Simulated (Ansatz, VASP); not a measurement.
## Two plane-wave programs on BaS

POSCAR

```
BaS
1.0
    0.0000000000      3.2128429000      3.2128429000
    3.2128429000      0.0000000000      3.2128429000
    3.2128429000      3.2128429000      0.0000000000
Ba S
1 1
Direct
    0.0000000000      0.0000000000      0.0000000000
    0.5000000000      0.5000000000      0.5000000000
```

The input INCAR.step1:

```
SYSTEM = BaS
PREC = Accurate
ENCUT = 520
ISMEAR = -1
SIGMA = 0.02
LREAL = .FALSE.
LASPH = .TRUE.
NELM = 150
LNONCOLLINEAR = .TRUE.
MAGMOM = 0 0 0 0 0 0
LSORBIT = .TRUE.
GGA_COMPAT = .FALSE.
NBANDS = 28
GGA = PE
ALGO = Normal
EDIFF = 1E-4
LWAVE = .TRUE.
LCHARG = .FALSE.
```

File INCAR.step2:

```
SYSTEM = BaS
PREC = Accurate
ENCUT = 520
EDIFF = 1E-6
ISMEAR = -1
SIGMA = 0.02
LREAL = .FALSE.
LASPH = .TRUE.
NELM = 150
ALGO = Normal
ISIF = 2
LWAVE = .FALSE.
LCHARG = .TRUE.
LNONCOLLINEAR = .TRUE.
MAGMOM = 0 0 0 0 0 0
LORBIT = 11
LSORBIT = .TRUE.
GGA_COMPAT = .FALSE.
LORBMOM = .TRUE.
METAGGA = R2SCAN
LMIXTAU = .TRUE.
LVHAR = .TRUE.
NBANDS = 28
ISTART = 1
```

KPOINTS

```
regular mesh
0
G
  8 8 8
  0 0 0
```

Input for Ansatz:

```yaml
crystal:
  lattice:
    - [0.0, 3.2128429, 3.2128429]
    - [3.2128429, 0.0, 3.2128429]
    - [3.2128429, 3.2128429, 0.0]
  atoms:
    - { symbol: Ba, position: [0.0, 0.0, 0.0] }
    - { symbol: S, position: [0.5, 0.5, 0.5] }
  symmetry: { tolerance: 0.0003 }
hamiltonian:
  xc: r2scan
  pseudopotentials: { kind: paw_fr, azcp: { folder: soft_1 } }
basis:
  ecutwfc: 500
magnetization:
  noncollinear: true
  spin_orbit: true
scf:
  occupations: { method: fermi_dirac, width: 0.02 }
kpoints:
  mp_grid: { grid: [8, 8, 8], shift: [0, 0, 0] }
  band_path:
    path:
      - [0.0, 0.0, 0.0]
      - [0.5, 0.0, 0.5]
      - [0.625, 0.25, 0.625]
      - [0.375, 0.375, 0.75]
      - [0.0, 0.0, 0.0]
      - [0.5, 0.5, 0.5]
      - [0.5, 0.25, 0.75]
      - [0.5, 0.0, 0.5]
    npoints: 10
output:
  forces: true
  stress: true
  eigenvalues: true
  bader: true
  populations: true
  elf: true
  write_potential: true
  write_density: true
  volumetric_format: npy
  dos:
    e_range: [-12, 8]
    de: 0.05
    projected: { site_lists: { Ba: [Ba], S: [S] } }
    method: { smearing: { sigma: 0.1, scheme: gaussian } }
```

Alike in both runs: task single point; functional r2SCAN; k mesh 8 × 8 × 8; occupations fermi-dirac, width 0.02 eV; non-collinear spin, spin-orbit coupling.

```csv
,VASP,Ansatz
version,VASP 6.6.1,Ansatz 0.2.0
potentials or method,"VASP PAW PBE potentials, release 64 (Ba_sv, S), cutoff 520 eV",PAW plane waves
valence electrons in the cell,16,16
```

Ansatz gave:

| Item | Value |
| --- | --- |
| pressure (GPa) | 0.0 |

Problem. Which values does VASP return?

Solution. Pressure (GPa): 0.5.

VASP's potentials were made for PBE, not for r2SCAN. With one functional, cell and mesh, what is left measures potentials, basis and numerics.
